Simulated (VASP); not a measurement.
Wanted: the native input for a VASP 6.6.1 run.

| Quantity | Value |
| --- | --- |
| Task | relaxation of cell and atoms |
| Functional | PBE |
| Potentials or basis | VASP PAW PBE potentials, release 64 (Pr_3, Ag, C), 4f in core |
| Cutoff | 600 eV |
| k mesh | 12 × 12 × 12 |
| Occupations | gaussian, width 0.1 eV |
| Spin | no spin polarisation |
| Dipole correction | no |
| Further INCAR settings | ALGO = Normal; EDIFF = 1e-07; IBRION = 2; EDIFFG = -0.01; NSW = 100; ISIF = 3 |

The structure of PrAgC lies in POSCAR:

```
PrAgC
1.0
    3.9876026698      0.0000000000      0.0000000000
   -1.9938013349      3.4533652122      0.0000000000
    0.0000000000      0.0000000000      3.9618941780
Pr Ag C
1 1 1
Direct
    0.0000000000      0.0000000000      0.0000000000
    0.6666666667      0.3333333333      0.5000000000
    0.3333333333      0.6666666667      0.5000000000
```

The cell was generated, and may not be a known phase.

One way to write it, as run:

INCAR

```
SYSTEM = PrAgC
ALGO = Normal
EDIFF = 1E-7
EDIFFG = -0.01
ENCUT = 600
GGA = PE
GGA_COMPAT = .FALSE.
IBRION = 2
ISIF = 3
ISMEAR = 0
LASPH = .TRUE.
LCHARG = .FALSE.
LMAXMIX = 6
LREAL = .FALSE.
LWAVE = .FALSE.
NELM = 200
NELMIN = 4
NSW = 100
PREC = Accurate
SIGMA = 0.1
```

KPOINTS

```
k-points
0
G
  12 12 12
  0 0 0
```

Potentials or basis: VASP PAW PBE potentials, release 64 (Pr_3, Ag, C), 4f in core.

Run with:

```console
$ cat potpaw_PBE.64/Pr_3/POTCAR potpaw_PBE.64/Ag/POTCAR potpaw_PBE.64/C/POTCAR > POTCAR
$ mpirun -np 1 vasp_std > vasp.out
```

It gave:

| Item | Value |
| --- | --- |
| Relaxed volume | 18.17 Å³/atom |
| Relaxed cell | a = 3.989 Å, b = 3.989 Å, c = 3.955 Å, α = 90.00°, β = 90.00°, γ = 120.00° |
| Space group after relaxing (to 0.1 Å) | P-6m2 (No. 187) |
| Energy gained by relaxing | 0.0 meV/atom |
| Ionic steps | 2 |
| Pressure after relaxing | 0.0 GPa |
| Band gap on the k mesh | zero (bands 13 and 14 overlap by 1.47 eV) |

Caveat: spin-orbit coupling is left out, which moves the levels of the heavy elements; the 4f electrons are frozen in the core, so they carry no moment and show no levels.

It took 2.1 min on 1 thread of Intel(R) Xeon(R) Platinum 8488C (Sapphire Rapids), with other jobs on the host, peak memory 0.32 GiB.
